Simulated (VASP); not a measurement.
## ZnS: single point with PBEsol

The system is ZnS.

```xyz
12
Lattice="3.8919 0.0000 0.0000 -1.9460 3.3705 0.0000 0.0000 0.0000 17.5704" Properties=species:S:1:pos:R:3 pbc="T T T"
Zn    0.0000    0.0000    0.0005
Zn    0.0000    0.0000    8.7857
Zn    0.0000    2.2470    2.8434
Zn    1.9460    1.1235   11.6287
Zn    1.9460    1.1235    5.8558
Zn    0.0000    2.2470   14.6410
S     0.0000    0.0000    2.1983
S     0.0000    0.0000   10.9835
S     0.0000    2.2470    5.1242
S     1.9460    1.1235   13.9094
S     1.9460    1.1235    8.0495
S     0.0000    2.2470   16.8347
```

This cell differs from its parent crystal: atoms shifted along a free coordinate, c/a of the conventional cell at fixed volume 4.5146.

* Program: VASP 6.6.1
* Task: single point
* Functional: PBEsol
* Potentials or basis: VASP PAW PBE potentials, release 64 (Zn, S)
* Cutoff: 520 eV
* k mesh: 9 × 9 × 2
* Occupations: gaussian, width 0.05 eV
* Spin: no spin polarisation

```
Pressure               : 0.9 GPa
Largest force          : 0.934 eV/Å
Band gap on the k mesh : 1.92 eV
```

Forces on the atoms (eV/Å):
```
Zn   0.000  0.000 -0.908
Zn   0.000  0.000 -0.908
Zn   0.000  0.000  0.113
Zn   0.000  0.000  0.113
Zn   0.000  0.000 -0.934
Zn   0.000  0.000 -0.934
S    0.000  0.000  0.684
S    0.000  0.000  0.684
S    0.000  0.000  0.185
S    0.000  0.000  0.185
S    0.000  0.000  0.860
S    0.000  0.000  0.860
```

Stress tensor (GPa, compression positive):
```
-3.07  0.00  0.00
 0.00 -3.07  0.00
 0.00  0.00  8.97
```

Levels at points of the mesh, in eV from the valence-band top:
```
           k point  band 51  band 52  band 53  band 54  band 55  band 56  band 57  band 58
(0.00, 0.00, 0.00)    -0.47    -0.22    -0.22     0.00     1.92     2.39     2.54     2.94
(0.00, 0.00, 0.50)    -0.30    -0.30    -0.30    -0.30     2.35     2.35     2.50     2.50
```

Wall time 6 min on 1 thread of Oxide Virtual Turin-like Processor (shared host), peak memory 0.45 GiB.

Caveat: the stress differs along the axes, from -3 to 9 GPa; the PAW data sets were made with another functional, which shifts forces and pressure a little. A k mesh can miss the band edges.
